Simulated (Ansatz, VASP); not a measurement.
Ba in VASP and in Ansatz

```
Ba
1.0
     0.00000    3.21605    3.21605
     3.21605    0.00000    3.21605
     3.21605    3.21605    0.00000
Ba
1
Direct
  0.00000 0.00000 0.00000
```

Alike in both runs: task single point; functional RPBE; k mesh 10 × 10 × 10; occupations fermi-dirac, width 0.1 eV; no spin polarisation.

```csv
,VASP,Ansatz
version,VASP 6.6.1,Ansatz 0.2.0
potentials or method,"VASP PAW PBE potentials, release 64 (Ba_sv), cutoff 520 eV","plane waves (420 eV) with PAW, scalar-relativistic"
valence electrons in the cell,10,10
```

|  | VASP | Ansatz | Ansatz less VASP |
| --- | --- | --- | --- |
| pressure (GPa) | 0.4 | 0.4 | -0.04 |

VASP's potentials were made for PBE, not for RPBE. With one functional, cell and mesh, what is left measures potentials, basis and numerics.

Spin-orbit coupling is off throughout.
